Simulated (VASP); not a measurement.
# B3P (Pm-3m) in VASP: further runs

B3P is run at these levels: PBE; tasks: single point, relaxation of cell and atoms.

Program: VASP 6.6.1. These are calculated values, not measurements. Logs are shortened: lines on timing, memory, paths and dates and some standing lists are left out, and cuts for length are marked.

### Step 1. The cell of the first run

It takes space group Pm-3m (No. 221, cubic). The conventional cell has a = 3.134 Å, b = 3.134 Å, c = 3.134 Å, α = 90.00°, β = 90.00°, γ = 90.00°. B (site symmetry 4/mmm) has 8 B at 2.22 Å and 4 P at 2.22 Å within 2.9 Å. Within 2.9 Å of P (site symmetry m-3m) lie 12 B at 2.22 Å.

### Step 2. Single point, PBE

File INCAR:

```
PREC = Accurate ; ENCUT = 500
EDIFF = 1E-6 ; ISMEAR = 0
SIGMA = 0.1 ; LREAL = F
LASPH = T ; NELM = 120
ALGO = Normal ; ISIF = 2
LWAVE = F ; LCHARG = F
GGA = PE ; NBANDS = 15
GGA_COMPAT = F
```

File KPOINTS:

```
Automatic mesh
0
Gamma
  6 6 6
```

File POSCAR:

```
B3P
1.0
    3.1339164287      0.0000000000      0.0000000000
    0.0000000000      3.1339164287      0.0000000000
    0.0000000000      0.0000000000      3.1339164287
B P
3 1
Direct
    0.0000000000      0.5000000000      0.5000000000
    0.5000000000      0.0000000000      0.5000000000
    0.5000000000      0.5000000000      0.0000000000
    0.0000000000      0.0000000000      0.0000000000
```

Potentials or basis: VASP PAW PBE potentials, release 64 (B, P).

Command:

```
$ cat potpaw_PBE.64/B/POTCAR potpaw_PBE.64/P/POTCAR > POTCAR
$ mpirun -np 1 vasp_std > vasp.out
```

OUTCAR:

```text
PREC = Accurate
   ENCUT = 500
   EDIFF = 1E-6
   ISMEAR = 0
   LREAL = F
   LASPH = T
   NELM = 120
   ISIF = 2
   GGA = PE

 ion  position               nearest neighbor table
   1  0.000  0.500  0.500-   4 2.22   4 2.22   4 2.22   4 2.22
   2  0.500  0.000  0.500-   4 2.22   4 2.22   4 2.22   4 2.22
   3  0.500  0.500  0.000-   4 2.22   4 2.22   4 2.22   4 2.22
   4  0.000  0.000  0.000-   1 2.22   2 2.22   3 2.22   1 2.22   2 2.22   1 2.22   3 2.22   1 2.22
                             2 2.22   3 2.22   2 2.22   3 2.22

  LATTYP: Found a simple cubic cell.
 ALAT       =     3.1339164287

  Lattice vectors:

 A1 = (   3.1339164287,   0.0000000000,   0.0000000000)
 A2 = (   0.0000000000,   3.1339164287,   0.0000000000)
 A3 = (   0.0000000000,   0.0000000000,   3.1339164287)

Analysis of symmetry for initial positions (statically):
=====================================================================
 Subroutine PRICEL returns:
 Original cell was already a primitive cell.

 Routine SETGRP: Setting up the symmetry group for a
 simple cubic supercell.

 Subroutine GETGRP returns: Found 48 space group operations
 (whereof 48 operations were pure point group operations)
 out of a pool of 48 trial point group operations.

The static configuration has the point symmetry O_h .

Analysis of symmetry for dynamics (positions and initial velocities):
=====================================================================
 Subroutine PRICEL returns:
 Original cell was already a primitive cell.

 Routine SETGRP: Setting up the symmetry group for a
 simple cubic supercell.

 Subroutine GETGRP returns: Found 48 space group operations
 (whereof 48 operations were pure point group operations)
 out of a pool of 48 trial point group operations.

The dynamic configuration has the point symmetry O_h .

 Subroutine INISYM returns: Found 48 space group operations
 (whereof 48 operations are pure point group operations),
 and found     1 'primitive' translations

----------------------------------------------------------------------------------------

                                     Primitive cell

  volume of cell :      30.7795

  direct lattice vectors                    reciprocal lattice vectors
     3.133916429  0.000000000  0.000000000     0.319089555  0.000000000  0.000000000
     0.000000000  3.133916429  0.000000000     0.000000000  0.319089555  0.000000000
     0.000000000  0.000000000  3.133916429     0.000000000  0.000000000  0.319089555

  length of vectors
     3.133916429  3.133916429  3.133916429     0.319089555  0.319089555  0.319089555

  position of ions in fractional coordinates (direct lattice)
     0.000000000  0.500000000  0.500000000
     0.500000000  0.000000000  0.500000000
     0.500000000  0.500000000  0.000000000
     0.000000000  0.000000000  0.000000000

  ion indices of the primitive-cell ions
   primitive index   ion index
                 1           1
                 2           2
                 3           3
                 4           4

----------------------------------------------------------------------------------------

 KPOINTS: Automatic mesh

Automatic generation of k-mesh.
 Grid dimensions read from file:
 generate k-points for:    6    6    6

 Generating k-lattice:

  Cartesian coordinates                     Fractional coordinates (reciprocal lattice)
     0.053181593  0.000000000  0.000000000     0.166666667  0.000000000  0.000000000
     0.000000000  0.053181593  0.000000000     0.000000000  0.166666667  0.000000000
     0.000000000  0.000000000  0.053181593     0.000000000  0.000000000  0.166666667

  Length of vectors
     0.053181593  0.053181593  0.053181593

  Shift w.r.t. Gamma in fractional coordinates (k-lattice)
     0.000000000  0.000000000  0.000000000

 Subroutine IBZKPT returns following result:
 ===========================================

 Found     20 irreducible k-points:

 Following reciprocal coordinates:
            Coordinates               Weight
  0.000000  0.000000  0.000000      1.000000
  0.166667  0.000000  0.000000      6.000000
  0.333333  0.000000  0.000000      6.000000
  0.500000  0.000000  0.000000      3.000000
  0.166667  0.166667  0.000000     12.000000
  0.333333  0.166667  0.000000     24.000000
[... 12 lines left out ...]
  0.500000  0.500000  0.333333      6.000000
  0.500000  0.500000  0.500000      1.000000
   k-points           NKPTS =     20   k-points in BZ     NKDIM =     20   number of bands    NBANDS=     15
   number of dos      NEDOS =    301   number of ions     NIONS =      4
   total plane-waves  NPLWV =  13824
   dimension x,y,z NGX =    24 NGY =   24 NGZ =   24
   dimension x,y,z NGXF=    48 NGYF=   48 NGZF=   48
   ions per type =               3   1
   NGX,Y,Z   is equivalent  to a cutoff of  12.73, 12.73, 12.73 a.u.
   NGXF,Y,Z  is equivalent  to a cutoff of  25.46, 25.46, 25.46 a.u.
 SYSTEM =  unknown system
   PREC   = accura    normal or accurate (medium, high low for compatibility)
   ISTART =      0    job   : 0-new  1-cont  2-samecut
   ICHARG =      2    charge: 1-file 2-atom 10-const
   ISPIN  =      1    spin polarized calculation?
   LNONCOLLINEAR =      F non collinear calculations
   LSORBIT =      F    spin-orbit coupling
   LASPH  =      T    aspherical Exc in radial PAW
   ENCUT  =  500.0 eV  36.75 Ry    6.06 a.u.   5.71  5.71  5.71*2*pi/ulx,y,z
   NELM   =    120;   NELMIN=  2; NELMDL= -5     # of ELM steps
   EDIFF  = 0.1E-05   stopping-criterion for ELM
   LREAL  =      F    real-space projection
   EDIFFG = 0.1E-04   stopping-criterion for IOM
   NSW    =      0    number of steps for IOM
   IBRION =     -1    ionic relax: 0-MD 1-quasi-New 2-CG
   NFREE  =      0    steps in history (QN), initial steepest desc. (CG)
   ISIF   =      2    stress and relaxation
   ISYM   =      2    0-nonsym 1-usesym 2-fastsym
   POTIM  = 0.5000    time-step for ionic-motion
   TEBEG  =    0.0;   TEEND  =   0.0 temperature during run
   PSTRESS=    0.0 pullay stress
   NELECT =      14.0000    total number of electrons
   NUPDOWN=      -1.0000    fix difference up-down
   EMIN   =  10.00;   EMAX   =-10.00  energy-range for DOS
   EFERMI =   0.00;   METHOD = LEGACY
   ISMEAR =     0;   SIGMA  =   0.10  broadening in eV -4-tet -1-fermi 0-gaus
   EFERMI_NEDOS =   21; number of points for ismear=-14 and -15
   IALGO  =     38    algorithm
   IMIX   =      4    mixing-type and parameters
     AMIX     =   0.40;   BMIX     =  1.00
     AMIX_MAG =   1.60;   BMIX_MAG =  1.00
  volume/ion in A,a.u.               =       7.69        51.93
  Fermi-wavevector in a.u.,A,eV,Ry     =   1.259013  2.379189 21.566770  1.585113
  Thomas-Fermi vector in A             =   2.392594
   LORBIT       =      0    0 simple, 1 ext, 2 COOP (PROOUT), +10 PAW based schemes
   GGA     = PE    functional components
   LHFCALC =     F    Hartree Fock is set to
   AEXX    =    0.0000 exact exchange contribution
   IVDW    =     0    specifies the selected vdW correction
   LEPSILON=     F    determine dielectric tensor
   LRPA    =     F    only Hartree local field effects (RPA)
 non-spin polarized calculation
 Gauss-broadening in eV      SIGMA  =   0.10
  energy-cutoff  :      500.00
  volume of cell :       30.78
 maximum number of plane-waves:       804
 NGX is ok and might be reduce to    24
   NGX = 11   NGY = 11   NGZ = 11

 number of electron      14.0000003 magnetization

 Free energy of the ion-electron system (eV)
  ---------------------------------------------------
  ext. energy  EPLUGINS =         0.00000000
  ---------------------------------------------------
  free energy    TOTEN  =       -18.80712602 eV

  energy without entropy =      -18.79607184  energy(sigma->0) =      -18.80159893

 E-fermi :  11.0923     XC(G=0): -12.6226

 val. band max:       11.0903550726   @ k =   0.3333   0.3333   0.0000
 cond. band min:      11.1399859179   @ k =   0.5000   0.3333   0.0000
 fundamental gap:      0.0496308453
 Fermi energy:        11.0922638951

 k-point     1 :       0.0000    0.0000    0.0000
  band No.  band energies     occupation
      1      -7.7138      2.00000
      2       3.7824      2.00000
      3       3.7824      2.00000
      4       3.7824      2.00000
      5       7.6166      2.00000
      6       8.1603      2.00000
      7       8.1603      2.00000
      8      14.9645      0.00000
      9      14.9645      0.00000
     10      14.9645      0.00000
     11      15.6102      0.00000
     12      15.6102      0.00000
     13      15.6102      0.00000
     14      20.8935      0.00000
     15      20.8935      0.00000

 k-point     2 :       0.1667    0.0000    0.0000
  band No.  band energies     occupation
      1      -7.3592      2.00000
      2       1.4096      2.00000
      3       4.1693      2.00000
      4       4.1693      2.00000
      5       8.1147      2.00000
      6       8.3540      2.00000
      7      10.9666      1.92448
      8      13.0357      0.00000
      9      13.0357      0.00000
     10      14.2090      0.00000
     11      14.5766      0.00000
     12      15.6718      0.00000
     13      15.6718      0.00000
     14      21.2196      0.00000
     15      22.3067      0.00000
[... 293 lines left out ...]
      3       0.3832      2.00000
      4       1.6482      2.00000
      5       3.5862      2.00000
      6       5.5871      2.00000
      7       5.5871      2.00000
      8       6.1089      2.00000
      9      19.3379      0.00000
     10      19.3379      0.00000
     11      19.8367      0.00000
     12      20.1225      0.00000
     13      20.2396      0.00000
     14      20.9657      0.00000
     15      22.1456      0.00000

 k-point    20 :       0.5000    0.5000    0.5000
  band No.  band energies     occupation
      1       0.6542      2.00000
      2       1.0606      2.00000
      3       1.0606      2.00000
      4       1.0606      2.00000
      5       2.8149      2.00000
      6       4.2732      2.00000
      7       4.2732      2.00000
      8       4.2732      2.00000
      9      20.4696      0.00000
     10      20.4696      0.00000
     11      20.4696      0.00000
     12      21.0936      0.00000
     13      21.0936      0.00000
     14      22.6501      0.00000
     15      22.6501      0.00000

------------------------ aborting loop because EDIFF is reached ----------------------------------------

  FORCE on cell =-STRESS in cart. coord.  units (eV):
  Direction    XX          YY          ZZ          XY          YZ          ZX
  --------------------------------------------------------------------------------------
  -------------------------------------------------------------------------------------
  Total       -0.0967247     -0.0967247     -0.0967247     -0.0000000      0.0000000     -0.0000000
  in kB       -5.0348409     -5.0348409     -5.0348409     -0.0000000      0.0000000     -0.0000000
  external PRESSURE =      -5.0348409 kB  Pullay stress =       0.0000000 kB

 VOLUME and BASIS-vectors are now :
 -----------------------------------------------------------------------------
  energy-cutoff  :      500.00
  volume of cell :       30.78
      direct lattice vectors                 reciprocal lattice vectors
     3.133916429  0.000000000  0.000000000     0.319089555  0.000000000  0.000000000
     0.000000000  3.133916429  0.000000000     0.000000000  0.319089555  0.000000000
     0.000000000  0.000000000  3.133916429     0.000000000  0.000000000  0.319089555

 POSITION                                       TOTAL-FORCE (eV/Angst)
 -----------------------------------------------------------------------------------
      0.00000      1.56696      1.56696         0.000000      0.000000      0.000000
      1.56696      0.00000      1.56696         0.000000      0.000000      0.000000
      1.56696      1.56696      0.00000         0.000000      0.000000      0.000000
      0.00000      0.00000      0.00000         0.000000      0.000000      0.000000
 -----------------------------------------------------------------------------------
    total drift:                                0.000000     -0.000000     -0.000000

  FREE ENERGIE OF THE ION-ELECTRON SYSTEM (eV)
  ---------------------------------------------------
  free  energy   TOTEN  =       -18.8071260153 eV

  energy  without entropy=      -18.7960718447  energy(sigma->0) =      -18.80159893
```

Run time: 4.8 s. Hardware: 1 thread of Intel Xeon Platinum 8559C (Emerald Rapids), shared host; peak memory 0.13 GiB.

Results:

```
Free energy            : -18.8071 eV
Pressure               : -0.5 GPa
Band gap on the k mesh : zero (band 7 reaches 12.84 eV, above the bottom of band 8 at 4.27 eV)
```

### Step 3. Single point, PBE

This run uses another cell than the first one, of 10.32 Å³/atom, 1.341 times its volume.

File INCAR:

```
  PREC = Accurate
  ENCUT = 500
  EDIFF = 1E-6
  ISMEAR = 0
  SIGMA = 0.1
  LREAL = False
  LASPH = True
  NELM = 120
  ALGO = Normal
  ISIF = 2
  LWAVE = False
  LCHARG = False
  GGA = PE
  NBANDS = 15
  GGA_COMPAT = False
```

File KPOINTS:

```
regular mesh
0
Gamma
  6 6 6
```

File POSCAR:

```
B3P
1.0
    3.4556955900      0.0000000000      0.0000000000
    0.0000000000      3.4556955900      0.0000000000
    0.0000000000      0.0000000000      3.4556955900
B P
3 1
Direct
    0.0000000000      0.5000000000      0.5000000000
    0.5000000000      0.0000000000      0.5000000000
    0.5000000000      0.5000000000      0.0000000000
    0.0000000000      0.0000000000      0.0000000000
```

Potentials or basis: VASP PAW PBE potentials, release 64 (B, P).

Command:

```
$ cat potpaw_PBE.64/B/POTCAR potpaw_PBE.64/P/POTCAR > POTCAR
$ mpirun -np 1 vasp_std > vasp.out
```

OUTCAR:

```text
PREC = Accurate
   ENCUT = 500
   EDIFF = 1E-6
   ISMEAR = 0
   LREAL = False
   LASPH = True
   NELM = 120
   ISIF = 2
   GGA = PE

 ion  position               nearest neighbor table
   1  0.000  0.500  0.500-   4 2.44   4 2.44   4 2.44   4 2.44
   2  0.500  0.000  0.500-   4 2.44   4 2.44   4 2.44   4 2.44
   3  0.500  0.500  0.000-   4 2.44   4 2.44   4 2.44   4 2.44
   4  0.000  0.000  0.000-   1 2.44   2 2.44   3 2.44   1 2.44   2 2.44   1 2.44   3 2.44   1 2.44
                             2 2.44   3 2.44   2 2.44   3 2.44

  LATTYP: Found a simple cubic cell.
 ALAT       =     3.4556955900

  Lattice vectors:

 A1 = (   3.4556955900,   0.0000000000,   0.0000000000)
 A2 = (   0.0000000000,   3.4556955900,   0.0000000000)
 A3 = (   0.0000000000,   0.0000000000,   3.4556955900)

Analysis of symmetry for initial positions (statically):
=====================================================================
 Subroutine PRICEL returns:
 Original cell was already a primitive cell.

 Routine SETGRP: Setting up the symmetry group for a
[... 183 lines left out ...]
      7       4.7312      2.00000
      8      10.7458      0.00000
      9      10.7458      0.00000
     10      10.7458      0.00000
     11      10.7912      0.00000
     12      10.7912      0.00000
     13      10.7912      0.00000
     14      16.8110      0.00000
[... 329 lines left out ...]
      2      -0.2235      2.00000
      3      -0.2235      2.00000
      4      -0.2235      2.00000
      5       1.3496      2.00000
      6       1.4702      2.00000
      7       1.4702      2.00000
      8       1.4702      2.00000
      9      14.7768      0.00000
     10      14.7768      0.00000
     11      14.7768      0.00000
     12      15.1801      0.00000
     13      15.1801      0.00000
     14      15.6744      0.00000
     15      15.6744      0.00000

------------------------ aborting loop because EDIFF is reached ----------------------------------------

  FORCE on cell =-STRESS in cart. coord.  units (eV):
  Direction    XX          YY          ZZ          XY          YZ          ZX
  --------------------------------------------------------------------------------------
  -------------------------------------------------------------------------------------
  Total       -6.3166747     -6.3166747     -6.3166747      0.0000000     -0.0000000      0.0000000
  in kB     -245.2407629   -245.2407629   -245.2407629      0.0000000     -0.0000000      0.0000000
  external PRESSURE =    -245.2407629 kB  Pullay stress =       0.0000000 kB

 VOLUME and BASIS-vectors are now :
 -----------------------------------------------------------------------------
  energy-cutoff  :      500.00
  volume of cell :       41.27
      direct lattice vectors                 reciprocal lattice vectors
     3.455695590  0.000000000  0.000000000     0.289377341  0.000000000  0.000000000
     0.000000000  3.455695590  0.000000000     0.000000000  0.289377341  0.000000000
     0.000000000  0.000000000  3.455695590     0.000000000  0.000000000  0.289377341

 POSITION                                       TOTAL-FORCE (eV/Angst)
 -----------------------------------------------------------------------------------
      0.00000      1.72785      1.72785         0.000000      0.000000      0.000000
      1.72785      0.00000      1.72785         0.000000      0.000000      0.000000
      1.72785      1.72785      0.00000         0.000000      0.000000      0.000000
      0.00000      0.00000      0.00000         0.000000      0.000000      0.000000
 -----------------------------------------------------------------------------------
    total drift:                                0.000000      0.000000      0.000000

  FREE ENERGIE OF THE ION-ELECTRON SYSTEM (eV)
  ---------------------------------------------------
  free  energy   TOTEN  =       -17.7432686263 eV

  energy  without entropy=      -17.7353125522  energy(sigma->0) =      -17.73929059
```

OSZICAR:

```text
N       E                     dE             d eps       ncg     rms          rms(c)
DAV:   1     0.138608815700E+02    0.13861E+02   -0.57458E+03   600   0.770E+02
DAV:   2    -0.166674639733E+02   -0.30528E+02   -0.27645E+02   825   0.129E+02
DAV:   3    -0.178131028151E+02   -0.11456E+01   -0.11208E+01   733   0.194E+01
DAV:   4    -0.178206892452E+02   -0.75864E-02   -0.75790E-02   756   0.174E+00
DAV:   5    -0.178207540599E+02   -0.64815E-04   -0.64813E-04   719   0.149E-01    0.578E+00
DAV:   6    -0.177497895521E+02    0.70965E-01   -0.10290E-01   761   0.167E+00    0.348E+00
DAV:   7    -0.177438731643E+02    0.59164E-02   -0.43154E-02   768   0.116E+00    0.899E-01
DAV:   8    -0.177432338186E+02    0.63935E-03   -0.28342E-03   790   0.365E-01    0.182E-01
DAV:   9    -0.177432694793E+02   -0.35661E-04   -0.27282E-04   726   0.125E-01    0.700E-02
DAV:  10    -0.177432682506E+02    0.12287E-05   -0.11797E-05   698   0.223E-02    0.279E-02
DAV:  11    -0.177432686263E+02   -0.37578E-06   -0.34722E-06   733   0.105E-02
   1 F= -.17743269E+02 E0= -.17739291E+02  d E =-.795607E-02
```

It took 7 s on 1 thread of Intel Xeon Platinum 8559C (Emerald Rapids), shared host; peak memory 0.15 GiB.

What came out:

```yaml
Free_energy: -17.7433 eV
Pressure: -24.5 GPa
Band_gap_on_the_k_mesh: zero (band 7 reaches 8.34 eV, above the bottom of band 8 at 1.47 eV)
```

Levels at points of the mesh, in eV from the Fermi level:
| k point | band 4 | band 5 | band 6 | band 7 | band 8 | band 9 | band 10 | band 11 |
| --- | --- | --- | --- | --- | --- | --- | --- | --- |
| (0.00, 0.00, 0.00) | -5.42 | -4.26 | -2.56 | -2.56 | 3.46 | 3.46 | 3.46 | 3.50 |
| (0.50, 0.00, 0.00) | -3.05 | -2.23 | -2.11 | -2.11 | -0.53 | -0.45 | 0.06 | 5.76 |
| (0.50, 0.50, 0.00) | -8.52 | -0.67 | 0.14 | 0.14 | 0.19 | 1.14 | 1.59 | 1.59 |
| (0.50, 0.50, 0.50) | -7.51 | -5.94 | -5.82 | -5.82 | -5.82 | 7.49 | 7.49 | 7.49 |

[end of part 1 of 2]
